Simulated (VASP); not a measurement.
# SnTe (Fm-3m) in VASP: a series of runs

SnTe is run at these levels: BLYP, PBE-based screened hybrid; tasks: single point, relaxation of cell and atoms.

Everything below comes from runs of VASP 6.6.1. Logs are shortened: lines on timing, memory, paths and dates and some standing lists are left out, and cuts for length are marked.

## Step 1: The cell of the first run

The structure is cubic, space group Fm-3m (No. 225). The conventional cell has a = 6.597 Å, b = 6.597 Å, c = 6.597 Å, α = 90.00°, β = 90.00°, γ = 90.00°. Within 4.3 Å of Te (site symmetry m-3m) lie 6 Sn at 3.30 Å. Within 4.3 Å of Sn (site symmetry m-3m) lie 6 Te at 3.30 Å.

## Step 2: Single point, BLYP

Input file INCAR:

```
AGGAC    = 1.0          
AGGAX    = 1.0          
ALDAC    = 0.0          
ALDAX    = 1.0          
ALGO     = Normal         # electronic algorithm
EDIFF    = 1E-6           # SCF threshold, eV
ENCUT    = 520            # plane-wave cutoff, eV
GGA      = B5             # functional
ISIF     = 2              # what is computed and relaxed
ISMEAR   = -1             # smearing method
LASPH    = True           # aspherical terms in the spheres
LCHARG   = True           # write CHGCAR
LELF     = True           # ELF
LREAL    = False          # projectors in reciprocal space
LVHAR    = True         
LWAVE    = False          # write WAVECAR
NBANDS   = 17             # bands
NELM     = 80             # most SCF steps
PREC     = Accurate       # precision mode
SIGMA    = 0.05           # smearing width, eV
```

Input file KPOINTS:

```
k-points
0
Gamma
  7 7 7
```

Input file POSCAR:

```
SnTe
1.0
    0.0000000000      3.2984555438      3.2984555438
    3.2984555438      0.0000000000      3.2984555438
    3.2984555438      3.2984555438      0.0000000000
Te Sn
1 1
Direct
    0.5000000000      0.5000000000      0.5000000000
    0.0000000000      0.0000000000      0.0000000000
```

Potentials or basis: VASP PAW PBE potentials, release 64 (Te, Sn_d).

Command:

```bash
$ cat potpaw_PBE.64/Te/POTCAR potpaw_PBE.64/Sn_d/POTCAR > POTCAR
$ mpirun -np 1 vasp_std > vasp.out
```

OUTCAR:

```text
EDIFF = 1E-6
   ENCUT = 520
   GGA = B5
   ISIF = 2
   ISMEAR = -1
   LASPH = True
   LREAL = False
   NELM = 80
   PREC = Accurate

 ion  position               nearest neighbor table
   1  0.500  0.500  0.500-   2 3.30   2 3.30   2 3.30   2 3.30   2 3.30   2 3.30
   2  0.000  0.000  0.000-   1 3.30   1 3.30   1 3.30   1 3.30   1 3.30   1 3.30

  LATTYP: Found a face centered cubic cell.
 ALAT       =     6.5969110876

  Lattice vectors:

 A1 = (   0.0000000000,   3.2984555438,   3.2984555438)
 A2 = (   3.2984555438,   0.0000000000,   3.2984555438)
 A3 = (   3.2984555438,   3.2984555438,   0.0000000000)

Analysis of symmetry for initial positions (statically):
[... 33 lines left out ...]
                                     Primitive cell

  volume of cell :      71.7731

  direct lattice vectors                    reciprocal lattice vectors
     0.000000000  3.298455544  3.298455544    -0.151586096  0.151586096  0.151586096
     3.298455544  0.000000000  3.298455544     0.151586096 -0.151586096  0.151586096
     3.298455544  3.298455544  0.000000000     0.151586096  0.151586096 -0.151586096

  length of vectors
     4.664720565  4.664720565  4.664720565     0.262554821  0.262554821  0.262554821

  position of ions in fractional coordinates (direct lattice)
     0.500000000  0.500000000  0.500000000
     0.000000000  0.000000000  0.000000000

  ion indices of the primitive-cell ions
   primitive index   ion index
                 1           1
                 2           2

----------------------------------------------------------------------------------------

 KPOINTS: k-points

Automatic generation of k-mesh.
 Grid dimensions read from file:
 generate k-points for:    7    7    7

 Generating k-lattice:

  Cartesian coordinates                     Fractional coordinates (reciprocal lattice)
    -0.021655157  0.021655157  0.021655157     0.142857143  0.000000000  0.000000000
     0.021655157 -0.021655157  0.021655157     0.000000000  0.142857143  0.000000000
     0.021655157  0.021655157 -0.021655157     0.000000000  0.000000000  0.142857143

  Length of vectors
     0.037507832  0.037507832  0.037507832

  Shift w.r.t. Gamma in fractional coordinates (k-lattice)
     0.000000000  0.000000000  0.000000000

 Subroutine IBZKPT returns following result:
 ===========================================

 Found     20 irreducible k-points:

 Following reciprocal coordinates:
            Coordinates               Weight
  0.000000  0.000000  0.000000      1.000000
  0.142857  0.000000  0.000000      8.000000
  0.285714  0.000000  0.000000      8.000000
  0.428571  0.000000  0.000000      8.000000
  0.142857  0.142857  0.000000      6.000000
  0.285714  0.142857  0.000000     24.000000
[... 12 lines left out ...]
 -0.428571  0.428571  0.142857     24.000000
 -0.285714  0.428571  0.142857     24.000000
   k-points           NKPTS =     20   k-points in BZ     NKDIM =     20   number of bands    NBANDS=     17
   number of dos      NEDOS =    301   number of ions     NIONS =      2
   total plane-waves  NPLWV =  46656
   dimension x,y,z NGX =    36 NGY =   36 NGZ =   36
   dimension x,y,z NGXF=    72 NGYF=   72 NGZF=   72
   ions per type =               1   1
   NGX,Y,Z   is equivalent  to a cutoff of  12.83, 12.83, 12.83 a.u.
   NGXF,Y,Z  is equivalent  to a cutoff of  25.66, 25.66, 25.66 a.u.
 SYSTEM =  unknown system
   PREC   = accura    normal or accurate (medium, high low for compatibility)
   ISTART =      0    job   : 0-new  1-cont  2-samecut
   ICHARG =      2    charge: 1-file 2-atom 10-const
   ISPIN  =      1    spin polarized calculation?
   LNONCOLLINEAR =      F non collinear calculations
   LSORBIT =      F    spin-orbit coupling
   LASPH  =      T    aspherical Exc in radial PAW
   ENCUT  =  520.0 eV  38.22 Ry    6.18 a.u.   8.67  8.67  8.67*2*pi/ulx,y,z
   NELM   =     80;   NELMIN=  2; NELMDL= -5     # of ELM steps
   EDIFF  = 0.1E-05   stopping-criterion for ELM
   LREAL  =      F    real-space projection
   EDIFFG = 0.1E-04   stopping-criterion for IOM
   NSW    =      0    number of steps for IOM
   IBRION =     -1    ionic relax: 0-MD 1-quasi-New 2-CG
   NFREE  =      0    steps in history (QN), initial steepest desc. (CG)
   ISIF   =      2    stress and relaxation
   ISYM   =      2    0-nonsym 1-usesym 2-fastsym
   POTIM  = 0.5000    time-step for ionic-motion
   TEBEG  =    0.0;   TEEND  =   0.0 temperature during run
   PSTRESS=    0.0 pullay stress
   NELECT =      20.0000    total number of electrons
   NUPDOWN=      -1.0000    fix difference up-down
   EMIN   =  10.00;   EMAX   =-10.00  energy-range for DOS
   EFERMI =   0.00;   METHOD = LEGACY
   ISMEAR =    -1;   SIGMA  =   0.05  broadening in eV -4-tet -1-fermi 0-gaus
   EFERMI_NEDOS =   21; number of points for ismear=-14 and -15
   IALGO  =     38    algorithm
   IMIX   =      4    mixing-type and parameters
     AMIX     =   0.40;   BMIX     =  1.00
     AMIX_MAG =   1.60;   BMIX_MAG =  1.00
  volume/ion in A,a.u.               =      35.89       242.17
  Fermi-wavevector in a.u.,A,eV,Ry     =   1.069295  2.020675 15.556789  1.143392
  Thomas-Fermi vector in A             =   2.204970
   LORBIT       =      0    0 simple, 1 ext, 2 COOP (PROOUT), +10 PAW based schemes
   GGA     = B5    functional components
   LHFCALC =     F    Hartree Fock is set to
   AEXX    =    0.0000 exact exchange contribution
   IVDW    =     0    specifies the selected vdW correction
   LEPSILON=     F    determine dielectric tensor
   LRPA    =     F    only Hartree local field effects (RPA)
 non-spin polarized calculation
  energy-cutoff  :      520.00
  volume of cell :       71.77
 maximum number of plane-waves:      1948
   NGX = 17   NGY = 17   NGZ = 17

 number of electron      19.9999995 magnetization

 Free energy of the ion-electron system (eV)
  ---------------------------------------------------
  ext. energy  EPLUGINS =         0.00000000
  ---------------------------------------------------
  free energy    TOTEN  =        -6.32992356 eV

  energy without entropy =       -6.32990198  energy(sigma->0) =       -6.32991277

 E-fermi :   5.7825     XC(G=0):  -8.2846

 val. band max:        5.3957109233   @ k =   0.4286   0.0000   0.0000
 cond. band min:       6.1734059900   @ k =   0.4286   0.0000   0.0000
 fundamental gap:      0.7776950667
 Fermi energy:         5.7824579618

 k-point     1 :       0.0000    0.0000    0.0000
  band No.  band energies     occupation
      1     -16.1026      2.00000
      2     -16.1026      2.00000
      3     -16.0987      2.00000
      4     -16.0987      2.00000
      5     -16.0987      2.00000
      6      -6.0934      2.00000
[... 9 lines left out ...]
     16      10.9849      0.00000
     17      12.7282      0.00000

 k-point     2 :       0.1429    0.0000    0.0000
  band No.  band energies     occupation
      1     -16.1029      2.00000
      2     -16.1029      2.00000
      3     -16.0986      2.00000
      4     -16.0981      2.00000
      5     -16.0981      2.00000
      6      -5.9587      2.00000
[... 9 lines left out ...]
     16      11.3441      0.00000
     17      13.7026      0.00000

 k-point     3 :       0.2857    0.0000    0.0000
  band No.  band energies     occupation
      1     -16.1039      2.00000
      2     -16.1039      2.00000
      3     -16.0981      2.00000
      4     -16.0966      2.00000
      5     -16.0966      2.00000
      6      -5.5991      2.00000
[... 9 lines left out ...]
     16      12.3567      0.00000
     17      15.7822      0.00000

 k-point     4 :       0.4286    0.0000    0.0000
  band No.  band energies     occupation
      1     -16.1048      2.00000
      2     -16.1048      2.00000
      3     -16.0977      2.00000
      4     -16.0953      2.00000
      5     -16.0953      2.00000
      6      -5.2133      2.00000
[... 9 lines left out ...]
     16      13.9151      0.00000
     17      14.9420      0.00000

 k-point     5 :       0.1429    0.1429    0.0000
  band No.  band energies     occupation
      1     -16.1039      2.00000
      2     -16.1021      2.00000
      3     -16.0991      2.00000
      4     -16.0977      2.00000
      5     -16.0977      2.00000
      6      -5.9153      2.00000
[... 9 lines left out ...]
     16      11.8927      0.00000
     17      12.9421      0.00000

 k-point     6 :       0.2857    0.1429    0.0000
  band No.  band energies     occupation
      1     -16.1051      2.00000
      2     -16.1023      2.00000
      3     -16.0989      2.00000
      4     -16.0966      2.00000
      5     -16.0963      2.00000
      6      -5.6339      2.00000
[... 9 lines left out ...]
     16      12.9532      0.00000
     17      14.1279      0.00000
[... 201 lines left out ...]
 k-point    17 :       0.4286    0.2857    0.1429
  band No.  band energies     occupation
      1     -16.1063      2.00000
      2     -16.1024      2.00000
      3     -16.0987      2.00000
      4     -16.0954      2.00000
      5     -16.0954      2.00000
      6      -5.3383      2.00000
[... 9 lines left out ...]
     16      13.9975      0.00000
     17      14.8317      0.00000

 k-point    18 :      -0.4286    0.2857    0.1429
  band No.  band energies     occupation
      1     -16.1067      2.00000
      2     -16.1031      2.00000
      3     -16.0975      2.00000
      4     -16.0959      2.00000
      5     -16.0943      2.00000
      6      -5.0458      2.00000
[... 9 lines left out ...]
     16      14.6111      0.00000
     17      15.4704      0.00000

 k-point    19 :      -0.4286    0.4286    0.1429
  band No.  band energies     occupation
      1     -16.1087      2.00000
      2     -16.1015      2.00000
      3     -16.0992      2.00000
      4     -16.0946      2.00000
      5     -16.0933      2.00000
      6      -4.9753      2.00000
[... 9 lines left out ...]
     16      15.0620      0.00000
     17      16.2262      0.00000

 k-point    20 :      -0.2857    0.4286    0.1429
  band No.  band energies     occupation
      1     -16.1078      2.00000
      2     -16.1024      2.00000
      3     -16.0975      2.00000
      4     -16.0960      2.00000
      5     -16.0933      2.00000
      6      -4.9164      2.00000
[... 9 lines left out ...]
     16      15.5726      0.00000
     17      15.7817      0.00000

------------------------ aborting loop because EDIFF is reached ----------------------------------------

  FORCE on cell =-STRESS in cart. coord.  units (eV):
  Direction    XX          YY          ZZ          XY          YZ          ZX
  --------------------------------------------------------------------------------------
  -------------------------------------------------------------------------------------
  Total        0.0195920      0.0195920      0.0195920      0.0000000     -0.0000000      0.0000000
  in kB        0.4373483      0.4373483      0.4373483      0.0000000     -0.0000000      0.0000000
  external PRESSURE =       0.4373483 kB  Pullay stress =       0.0000000 kB

 VOLUME and BASIS-vectors are now :
 -----------------------------------------------------------------------------
  energy-cutoff  :      520.00
  volume of cell :       71.77
      direct lattice vectors                 reciprocal lattice vectors
     0.000000000  3.298455544  3.298455544    -0.151586096  0.151586096  0.151586096
     3.298455544  0.000000000  3.298455544     0.151586096 -0.151586096  0.151586096
     3.298455544  3.298455544  0.000000000     0.151586096  0.151586096 -0.151586096

 POSITION                                       TOTAL-FORCE (eV/Angst)
 -----------------------------------------------------------------------------------
      3.29846      3.29846      3.29846         0.000000     -0.000000      0.000000
      0.00000      0.00000      0.00000        -0.000000      0.000000     -0.000000
 -----------------------------------------------------------------------------------
    total drift:                               -0.000000      0.000000      0.000000

  FREE ENERGIE OF THE ION-ELECTRON SYSTEM (eV)
  ---------------------------------------------------
  free  energy   TOTEN  =        -6.3299235573 eV

  energy  without entropy=       -6.3299019808  energy(sigma->0) =       -6.32991277
```

It took 43 s on 1 thread of AMD EPYC 7R43 (Zen 3), shared host; peak memory 0.18 GiB.

Results:

```
Free energy : -6.3299 eV
Pressure    : 0.0 GPa
```

Caveat: this odd mesh misses L, where the gap lies, so gap, dielectric constants and Born charges aren't listed; the PAW data sets were made with another functional, which shifts forces and pressure a little; spin-orbit coupling is left out, which moves the levels of the heavy elements.

(Continued in part 2 of 2.)
